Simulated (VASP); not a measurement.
# Al7Si9C9N7 (P1) in VASP: a series of runs

Runs on Al7Si9C9N7. Level: PBEsol. Tasks: single point.

All numbers are computed with VASP 6.6.1; they aren't measurements. Logs are shortened: lines on timing, memory, paths and dates and some standing lists are left out, and cuts for length are marked.

## Step 1: The cell of the first run

The typed cell holds 96 atoms: a = 9.278 Å, b = 10.713 Å, c = 10.039 Å, α = 90.00°, β = 90.00°, γ = 90.00°.

## Step 2: Single point, PBEsol

Contents of INCAR:

```
SYSTEM = Al7Si9C9N7
PREC = Accurate
ENCUT = 520
EDIFF = 1E-6
ISMEAR = -1
SIGMA = 0.05
LREAL = Auto
LASPH = .TRUE.
NELM = 60
ALGO = Normal
ISIF = 2
LWAVE = .FALSE.
LCHARG = .TRUE.
GGA = PS
LELF = .TRUE.
LVHAR = .TRUE.
NBANDS = 246
ISYM = 0
```

Contents of KPOINTS:

```
Automatic mesh
0
Gamma
  1 1 1
  0.25 0.25 0.25
```

Contents of POSCAR:

```
Al7Si9C9N7
1.0
    9.2779460000      0.0000000000      0.0000000000
    0.0000000000     10.7132490000      0.0000000000
    0.0000000000      0.0000000000     10.0387830000
Si Al N C
27 21 21 27
Direct
    0.1634710000      0.0832760000      0.2456470000
    0.9963270000      0.3315450000      0.2463720000
    0.1658520000      0.5839510000      0.2432370000
    0.0006970000      0.8344820000      0.2483940000
    0.9967350000      0.8324880000      0.7484300000
    0.8345440000      0.0841880000      0.2506920000
    0.8337550000      0.0826740000      0.7467770000
    0.6642610000      0.3314960000      0.7493670000
    0.5014350000      0.5827290000      0.7474410000
    0.3332870000      0.8381220000      0.7520290000
    0.8352100000      0.5828210000      0.2503080000
    0.8341920000      0.5844530000      0.7488320000
    0.0000240000      0.1678920000      0.9992770000
    0.3321710000      0.1667610000      0.4970930000
    0.6664230000      0.1627730000      0.4997100000
    0.4994230000      0.4159610000      0.4977770000
    0.3340430000      0.6654240000      0.5004230000
    0.3358560000      0.6658070000      0.9993070000
    0.1686780000      0.9163890000      0.4982640000
    0.1659060000      0.9151530000      0.9997680000
    0.8307380000      0.4175970000      0.5001290000
    0.8321410000      0.4175730000      0.0031030000
    0.6662710000      0.6655120000      0.4976420000
    0.6674300000      0.6679570000      0.9970970000
    0.5006620000      0.9178880000      0.0009390000
    0.8338950000      0.9168750000      0.4987350000
    0.8350030000      0.9178620000      0.9961230000
    0.1643830000      0.0842980000      0.7495200000
    0.0021250000      0.3352190000      0.7489490000
    0.5014910000      0.0833700000      0.2467450000
    0.5019660000      0.0858910000      0.7487080000
    0.3311500000      0.3312090000      0.2521270000
    0.3360910000      0.3307790000      0.7510560000
    0.1664750000      0.5851410000      0.7502120000
    0.6670930000      0.3345510000      0.2476630000
    0.4995490000      0.5837940000      0.2509310000
    0.3324510000      0.8330300000      0.2497930000
    0.6686620000      0.8353940000      0.2523420000
    0.6642150000      0.8334690000      0.7480370000
    0.9979290000      0.1686180000      0.5002280000
    0.3307320000      0.1679760000      0.0034210000
    0.1665700000      0.4200160000      0.5019390000
    0.1667530000      0.4184970000      0.9956910000
    0.0008220000      0.6666810000      0.4992060000
    0.9976560000      0.6721370000      0.9997100000
    0.6662790000      0.1645990000      0.0010140000
    0.5015610000      0.4180460000      0.0011980000
    0.4985470000      0.9184850000      0.4985580000
    0.9994890000      0.1676930000      0.1914730000
    0.0003460000      0.1696970000      0.6886270000
    0.0034620000      0.6658930000      0.1879200000
    0.4964530000      0.4176600000      0.6852290000
    0.1669750000      0.9154040000      0.1923670000
    0.8328040000      0.4154940000      0.1906260000
    0.8292030000      0.4178700000      0.6887400000
    0.6703580000      0.6659640000      0.1897870000
    0.4935790000      0.9106170000      0.1909820000
    0.4988830000      0.9161150000      0.6902410000
    0.8337580000      0.9137550000      0.1869610000
    0.1712430000      0.0826340000      0.9392730000
    0.4997590000      0.0834960000      0.4410760000
    0.3331090000      0.3335550000      0.9382000000
    0.1675070000      0.5833740000      0.4374360000
    0.1673090000      0.5809560000      0.9394560000
    0.0021280000      0.8336100000      0.4380150000
    0.4996280000      0.5842780000      0.4416730000
    0.3352420000      0.8348250000      0.4395360000
    0.8322920000      0.5829030000      0.4321250000
    0.6653450000      0.8315820000      0.4404540000
    0.3360460000      0.1643490000      0.1910810000
    0.3341520000      0.1675340000      0.6914430000
    0.1674990000      0.4160910000      0.1900260000
    0.1658480000      0.4186510000      0.6848580000
    0.9978190000      0.6684910000      0.6873100000
    0.6712670000      0.1667420000      0.1867130000
    0.6731480000      0.1673210000      0.6892680000
    0.4993530000      0.4181540000      0.1891830000
    0.3335500000      0.6705050000      0.1894740000
    0.3314780000      0.6653230000      0.6870180000
    0.1635900000      0.9125220000      0.6869130000
    0.6718970000      0.6620290000      0.6892130000
    0.8338080000      0.9193430000      0.6904630000
    0.1689940000      0.0839300000      0.4405800000
    0.0013460000      0.3341200000      0.4381520000
    0.0014750000      0.3371930000      0.9381480000
    0.4987790000      0.0840090000      0.9358670000
    0.3360280000      0.3345740000      0.4355450000
    0.9999370000      0.8336740000      0.9388040000
    0.8350250000      0.0816900000      0.4369240000
    0.8340790000      0.0850260000      0.9399830000
    0.6664160000      0.3351910000      0.4406410000
    0.6694280000      0.3349680000      0.9385300000
    0.5015950000      0.5830720000      0.9391890000
    0.3370150000      0.8344890000      0.9390950000
    0.8358590000      0.5853780000      0.9395180000
    0.6641450000      0.8326390000      0.9378050000
```

Potentials or basis: VASP PAW PBE potentials, release 64 (Si, Al, N, C).

The run is started by

```bash
$ cat potpaw_PBE.64/Si/POTCAR potpaw_PBE.64/Al/POTCAR potpaw_PBE.64/N/POTCAR potpaw_PBE.64/C/POTCAR > POTCAR
$ mpirun -np 1 vasp_std > vasp.out
```

OUTCAR:

```text
SYSTEM = Al7Si9C9N7
   PREC = Accurate
   ENCUT = 520
   EDIFF = 1E-6
   ISMEAR = -1
   LREAL = Auto
   LASPH = .TRUE.
   NELM = 60
   ISIF = 2
   GGA = PS
   ISYM = 0

 ion  position               nearest neighbor table
   1  0.163  0.083  0.246-  49 1.85  53 1.88  70 1.90  83 1.96  41 3.02  13 3.04   6 3.05  20 3.06
                             4 3.06   2 3.08  32 3.08  14 3.10  19 3.10  37 3.11  40 3.12  30 3.14
   2  0.996  0.332  0.246-  49 1.84  54 1.85  72 1.91  84 1.93  22 3.02  13 3.04   6 3.05  35 3.05
                             1 3.08  11 3.08  40 3.09  32 3.11  21 3.11  43 3.11   3 3.13  42 3.16
   3  0.166  0.584  0.243-  51 1.83  72 1.88  78 1.89  63 1.95  18 3.04  45 3.05  43 3.05  11 3.07
                            37 3.08   4 3.09  36 3.10  32 3.11  44 3.12   2 3.13  42 3.14  17 3.14
   4  0.001  0.834  0.248-  53 1.86  59 1.87  65 1.90  51 1.91  45 3.04  20 3.05   1 3.06  37 3.08
                            26 3.08  19 3.08  38 3.08   6 3.09   3 3.09  44 3.09  27 3.09  11 3.10
   5  0.997  0.832  0.748-  74 1.86  82 1.87  80 1.87  88 1.91  27 3.04  45 3.05  12 3.06  26 3.06
                            44 3.07   7 3.08  34 3.08  39 3.09  20 3.10  19 3.11  28 3.11  10 3.12
   6  0.835  0.084  0.251-  75 1.87  49 1.87  89 1.87  59 1.93   2 3.05   1 3.05  15 3.06  40 3.06
                            26 3.07  46 3.08  38 3.08  13 3.09   4 3.09  30 3.09  35 3.10  27 3.12
   7  0.834  0.083  0.747-  76 1.84  82 1.84  50 1.90  90 1.94  40 3.05  15 3.05  26 3.06  27 3.06
                            28 3.07   5 3.08  31 3.08   8 3.10  39 3.10  13 3.10  46 3.11  29 3.12
   8  0.664  0.331  0.749-  76 1.86  55 1.89  92 1.90  52 1.92  31 3.03  33 3.04  21 3.08   9 3.09
                            47 3.09  16 3.09  15 3.09  46 3.10   7 3.10  22 3.12  29 3.13  12 3.14
   9  0.501  0.583  0.747-  52 1.88  81 1.89  79 1.91  93 1.92  17 3.06  23 3.07  16 3.08  24 3.08
                            39 3.08   8 3.09  12 3.09  18 3.09  47 3.10  33 3.10  34 3.11
  10  0.333  0.838  0.752-  58 1.86  94 1.88  80 1.88  79 1.96  20 3.05  25 3.06  28 3.07  39 3.07
                            31 3.08  19 3.09  48 3.09  18 3.09  34 3.12   5 3.12  17 3.13
  11  0.835  0.583  0.250-  68 1.83  56 1.87  54 1.89  51 1.90  22 3.05  23 3.07  44 3.07   3 3.07
                            21 3.07   2 3.08  35 3.08  45 3.08   4 3.10  36 3.11  38 3.12  24 3.12
  12  0.834  0.584  0.749-  81 1.82  74 1.87  55 1.88  95 1.91   5 3.06  24 3.07  21 3.07  44 3.07
                            34 3.08  45 3.09   9 3.09  23 3.09  29 3.09  39 3.10  22 3.12   8 3.14
  13  0.000  0.168  0.999-  90 1.87  85 1.91  60 1.93  49 1.93   2 3.04   1 3.04  28 3.07  41 3.07
                            27 3.09  29 3.09   6 3.09  22 3.10  46 3.10  43 3.10   7 3.10  20 3.11
  14  0.332  0.167  0.497-  83 1.84  61 1.88  87 1.90  71 1.95  32 3.03  48 3.08  19 3.08  16 3.09
                            30 3.10  33 3.10  31 3.10  40 3.10  15 3.10   1 3.10  28 3.10  42 3.12
  15  0.666  0.163  0.500-  61 1.86  89 1.90  76 1.90  91 1.94  31 3.04  48 3.05   7 3.05  26 3.06
                             6 3.06  40 3.08  30 3.08   8 3.09  14 3.10  16 3.12  21 3.13  35 3.13
  16  0.499  0.416  0.498-  87 1.86  91 1.87  52 1.88  66 1.89  32 3.06  36 3.06  21 3.07   9 3.08
                            35 3.08  17 3.08  14 3.09   8 3.09  42 3.09  23 3.09  33 3.10  15 3.12
  17  0.334  0.665  0.500-  66 1.86  79 1.87  63 1.89  67 1.92  42 3.05   9 3.06  36 3.07  34 3.07
                            16 3.08  23 3.08  37 3.09  44 3.09  19 3.10  48 3.11  10 3.13   3 3.14
  18  0.336  0.666  0.999-  93 1.87  94 1.91  64 1.91  78 1.91   3 3.04  47 3.07  36 3.08  24 3.08
                            34 3.08  43 3.08  37 3.09   9 3.09  10 3.09  20 3.10  25 3.10  45 3.14
  19  0.169  0.916  0.498-  67 1.87  65 1.88  83 1.89  80 1.89  37 3.05  48 3.06   4 3.08  14 3.08
[... 105 lines left out ...]
  95  0.836  0.585  0.940-  45 1.87  24 1.89  22 1.91  12 1.91
  96  0.664  0.833  0.938-  24 1.86  25 1.88  39 1.91  27 1.92

IMPORTANT INFORMATION: All symmetrisations will be switched off!
NOSYMM: (Re-)initialisation of all symmetry stuff for point group C_1.

----------------------------------------------------------------------------------------

                                     Primitive cell

  volume of cell :     997.8244

  direct lattice vectors                    reciprocal lattice vectors
     9.277946000  0.000000000  0.000000000     0.107782477  0.000000000  0.000000000
     0.000000000 10.713249000  0.000000000     0.000000000  0.093342365  0.000000000
[... 257 lines left out ...]
   NFREE  =      0    steps in history (QN), initial steepest desc. (CG)
   ISIF   =      2    stress and relaxation
   ISYM   =      0    0-nonsym 1-usesym 2-fastsym
   POTIM  = 0.5000    time-step for ionic-motion
   TEBEG  =    0.0;   TEEND  =   0.0 temperature during run
   PSTRESS=    0.0 pullay stress
   NELECT =     384.0000    total number of electrons
   NUPDOWN=      -1.0000    fix difference up-down
   EMIN   =  10.00;   EMAX   =-10.00  energy-range for DOS
   EFERMI =   0.00;   METHOD = LEGACY
   ISMEAR =    -1;   SIGMA  =   0.05  broadening in eV -4-tet -1-fermi 0-gaus
   EFERMI_NEDOS =   21; number of points for ismear=-14 and -15
   IALGO  =     38    algorithm
   IMIX   =      4    mixing-type and parameters
     AMIX     =   0.40;   BMIX     =  1.00
     AMIX_MAG =   1.60;   BMIX_MAG =  1.00
  volume/ion in A,a.u.               =      10.39        70.14
  Fermi-wavevector in a.u.,A,eV,Ry     =   1.190786  2.250260 19.292684  1.417972
  Thomas-Fermi vector in A             =   2.326863
   LORBIT       =      0    0 simple, 1 ext, 2 COOP (PROOUT), +10 PAW based schemes
   GGA     = PS    functional components
   LHFCALC =     F    Hartree Fock is set to
   AEXX    =    0.0000 exact exchange contribution
   IVDW    =     0    specifies the selected vdW correction
   LEPSILON=     F    determine dielectric tensor
   LRPA    =     F    only Hartree local field effects (RPA)
 non-spin polarized calculation
  energy-cutoff  :      520.00
  volume of cell :      997.82
 maximum number of plane-waves:     26863
 NGX is ok and might be reduce to    70
   NGX = 35   NGY = 39   NGZ = 37

 number of electron     383.9999998 magnetization

 Free energy of the ion-electron system (eV)
  ---------------------------------------------------
  ext. energy  EPLUGINS =         0.00000000
  ---------------------------------------------------
  free energy    TOTEN  =      -727.73841087 eV

  energy without entropy =     -727.73641224  energy(sigma->0) =     -727.73741155

 E-fermi :   9.2688     XC(G=0): -11.3527

 val. band max:        8.9371559725   @ k =   0.2500   0.2500   0.2500
 cond. band min:       9.5828247001   @ k =   0.2500   0.2500   0.2500
 fundamental gap:      0.6456687276
 Fermi energy:         9.2687899088

 k-point     1 :       0.2500    0.2500    0.2500
  band No.  band energies     occupation
      1     -10.9917      2.00000
      2     -10.3972      2.00000
      3     -10.0223      2.00000
      4      -9.8066      2.00000
      5      -9.6491      2.00000
      6      -9.4880      2.00000
[... 817 lines left out ...]
    203      10.9616      0.00000
    204      11.0800      0.00000
 [bands above 204 left out]

------------------------ aborting loop because EDIFF is reached ----------------------------------------

  FORCE on cell =-STRESS in cart. coord.  units (eV):
  Direction    XX          YY          ZZ          XY          YZ          ZX
  --------------------------------------------------------------------------------------
  -------------------------------------------------------------------------------------
  Total       17.3714352     14.7396797     17.7407918     -0.5207331     -2.0865729      0.6075528
  in kB       27.8928040     23.6670716     28.4858692     -0.8361259     -3.3503489      0.9755297
  external PRESSURE =      26.6819149 kB  Pullay stress =       0.0000000 kB

 VOLUME and BASIS-vectors are now :
 -----------------------------------------------------------------------------
  energy-cutoff  :      520.00
  volume of cell :      997.82
      direct lattice vectors                 reciprocal lattice vectors
     9.277946000  0.000000000  0.000000000     0.107782477  0.000000000  0.000000000
     0.000000000 10.713249000  0.000000000     0.000000000  0.093342365  0.000000000
     0.000000000  0.000000000 10.038783000     0.000000000  0.000000000  0.099613668

 POSITION                                       TOTAL-FORCE (eV/Angst)
 -----------------------------------------------------------------------------------
      1.51668      0.89216      2.46600         3.496070      2.240215      1.523225
      9.24387      3.55192      2.47328         2.145849      2.025718      1.642748
      1.53877      6.25601      2.44180         2.622634     -2.472454      0.560067
      0.00647      8.94001      2.49357         0.071316      0.043928     -0.322658
      9.24765      8.91865      7.51333         0.320552     -0.554035     -0.145080
      7.74285      0.90193      2.51664        -2.667534      1.816835     -0.451103
[... 88 lines left out ...]
      7.75505      6.27130      9.43162        -1.863325     -1.074946      0.517428
      6.16190      8.92027      9.41442         0.881654     -0.057767      3.361925
 -----------------------------------------------------------------------------------
    total drift:                                0.002020      0.032795     -0.017326

  FREE ENERGIE OF THE ION-ELECTRON SYSTEM (eV)
  ---------------------------------------------------
  free  energy   TOTEN  =      -727.7384108705 eV

  energy  without entropy=     -727.7364122391  energy(sigma->0) =     -727.73741155
```

It took 35 min on 1 thread of Intel Xeon Platinum 8488C (Sapphire Rapids), shared host; peak memory 1.2 GiB.

Results:

* Free energy: -727.7384 eV
* Pressure: 2.7 GPa
* Largest force: 4.840 eV/Å
* Band gap on the k mesh: 0.65 eV, direct

Forces in eV/Å, atoms in the order of the input:
```
Si   3.496  2.240  1.523
Si   2.146  2.026  1.643
Si   2.623 -2.472  0.560
Si   0.071  0.044 -0.323
Si   0.321 -0.554 -0.145
Si  -2.668  1.817 -0.451
Si   1.304  1.655  0.775
Si   0.351  0.253  1.521
Si  -0.620 -0.118  0.984
Si   0.650 -0.523 -1.124
Si  -1.177 -1.192 -1.659
Si   1.274 -0.438  0.762
Si  -0.155  1.007 -2.012
Si   0.695  2.028  2.460
Si  -0.366  1.233  0.386
Si  -1.304 -2.244 -0.352
Si  -1.209  0.017  0.965
Si  -0.921 -1.007 -0.234
Si   0.580  1.721  1.916
Si   0.475  0.993 -1.717
Si   1.055 -2.979  0.424
Si  -0.085 -1.031 -2.302
Si  -0.372  0.015  2.215
Si  -0.267 -0.623 -0.902
Si   0.394  2.554 -0.635
Si   0.000  1.389  2.146
Si  -0.982  0.512 -1.593
Al   0.572  1.046 -0.657
Al   0.780 -0.056 -0.638
Al   0.365  0.141 -0.242
Al  -0.970 -0.479  0.584
Al   1.571  0.588 -1.055
Al  -2.172  0.671  0.538
Al  -0.794 -2.091  0.517
Al  -2.128 -0.326 -0.224
Al  -0.368 -2.220 -1.339
Al   0.780  0.162  0.108
Al  -1.845 -0.055 -1.472
Al  -0.542  0.329  0.097
Al   0.915  0.405  1.859
Al   1.748  1.206 -1.168
Al   0.906 -1.419  0.166
Al   1.991 -0.562 -0.191
Al   1.023 -0.866  1.299
Al   1.942 -2.251 -1.557
Al  -1.237  0.759 -0.805
Al  -1.258 -1.858  0.593
Al  -0.213  0.987  1.966
N   -0.126 -1.712 -1.006
N   -2.233 -1.744  0.756
N   -1.704  1.263  2.970
N    2.874  1.465 -0.601
N   -3.409  0.471 -0.808
N    1.930  2.528 -0.323
N   -1.292  1.425 -1.338
N    2.827  0.067  0.656
N    1.920  0.043 -0.334
N   -1.198 -1.310 -1.202
N    2.944  0.200  0.720
N   -3.126 -1.556  2.166
N    0.756  0.098  0.188
N    0.108  0.261  0.057
N    1.224  3.186 -2.307
N    1.289  3.170  1.277
N   -0.573  0.665 -2.820
N    0.738  1.506  1.021
N   -1.735 -1.626  0.104
N   -1.435  0.720 -1.085
N    1.793 -1.539 -0.195
C   -4.222 -2.265  0.685
C   -0.068 -1.421 -3.139
C   -3.919  1.738  0.567
C    0.169  0.661  1.408
C   -2.136  0.785  0.513
C    3.015 -2.090  2.376
C    0.993  0.844 -1.982
C    0.726  0.770  0.768
C   -2.564 -0.769 -0.639
C    3.049  2.013 -1.284
C    0.181 -1.366 -0.852
C   -1.001 -1.253 -2.746
C    0.978  0.033 -2.260
C    0.064 -2.973 -2.297
C   -3.332  1.796 -2.104
C   -2.440 -2.178  2.536
C   -0.231 -3.136  1.937
C    1.582 -0.475  2.775
C    0.552  2.792  0.812
C   -1.709 -2.683 -1.182
C    2.906 -1.991 -0.329
C    0.530  0.745  2.025
C    1.496  1.023 -1.934
C   -0.232  2.744 -1.426
C   -1.351 -0.229  0.788
C   -1.863 -1.075  0.517
C    0.882 -0.058  3.362
```

Stress tensor (GPa, compression positive):
```
 2.79 -0.08  0.10
-0.08  2.37 -0.34
 0.10 -0.34  2.85
```

Caveat: the k points lie up to 0.68 Å⁻¹ apart; the PAW data sets were made with another functional, which shifts forces and pressure a little. A k mesh can miss the band edges.

[end of part 1 of 2]
